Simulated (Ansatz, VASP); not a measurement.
One calculation of K2Os, two programs

```
CELL_PARAMETERS angstrom
0.00000 3.91652 3.91652
3.91652 0.00000 3.91652
3.91652 3.91652 0.00000
ATOMIC_POSITIONS crystal
K 0.25000 0.25000 0.25000
K 0.75000 0.75000 0.75000
Os 0.00000 0.00000 0.00000
```

Alike in both runs: functional PBE; k mesh 4 × 4 × 4; occupations gaussian, width 0.1 eV; no spin polarisation.

Ansatz relaxed the structure, and its values are those at the end. VASP's run is a single point on that final structure, the one shown.

```csv
,VASP,Ansatz
version,VASP 6.6.1,Ansatz 0.2.0
potentials or method,"VASP PAW PBE potentials, release 64 (K_sv, Os), cutoff 520 eV","scalar-relativistic, plane waves, PAW"
valence electrons in the cell,26,34
```

|  | VASP | Ansatz | Ansatz less VASP |
| --- | --- | --- | --- |
| gap on the k mesh at the Fermi level (eV) | none | none | - |
| pressure (GPa) | 0.4 | 0.4 | -0.01 |

A gap of «none» marks a metal or a gap that the smearing closes. The functional is the same, so the differences come from potentials, cutoffs and numerics. VASP's potentials hold 26 valence electrons a cell and Ansatz's 34, so a difference there can come from the potentials and not from the codes.

Spin-orbit coupling is off throughout.
